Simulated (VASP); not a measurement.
A run of VASP 6.6.1 is set up as follows.

Contents of INCAR:

```
PREC = Accurate
ENCUT = 520
EDIFF = 1E-6
ISMEAR = 0
SIGMA = 0.02
LREAL = F
LASPH = T
NELM = 100
ALGO = Normal
ISIF = 2
LWAVE = F
LCHARG = F
GGA = PE
NBANDS = 31
```

The input KPOINTS:

```
Automatic mesh
0
Gamma
  12 12 12
```

The input POSCAR:

```
AlGa2N3
1.0
   -1.5762347609      1.5762347609      6.6677684469
    1.5762347609     -1.5762347609      6.6677684469
    1.5762347609      1.5762347609     -6.6677684469
Al Ga N
1 2 3
Direct
    0.5000000000      0.5000000000      0.0000000000
    0.8353920000      0.8353920000      0.0000000000
    0.1646080000      0.1646080000      0.0000000000
    0.4215160000      0.9215160000      0.5000000000
    0.0784840000      0.5784840000      0.5000000000
    0.7500000000      0.2500000000      0.5000000000
```

Potentials or basis: VASP PAW PBE potentials, release 64 (Al, Ga_d, N).

Launch:

```bash
$ cat potpaw_PBE.64/Al/POTCAR potpaw_PBE.64/Ga_d/POTCAR potpaw_PBE.64/N/POTCAR > POTCAR
$ mpirun -np 1 vasp_std > vasp.out
```

Task: What does it give for the band gap on the k mesh?

Result: 2.46 eV.

Task: What does it give for the largest force?

Result: 0.019 eV/Å.

Forces in eV/Å, atoms in the order of the input:
```
Al   0.000  0.000  0.000
Ga   0.000  0.000  0.004
Ga   0.000  0.000 -0.004
N    0.000  0.000  0.019
N    0.000  0.000 -0.019
N    0.000  0.000  0.000
```

 A k mesh can miss the band edges.
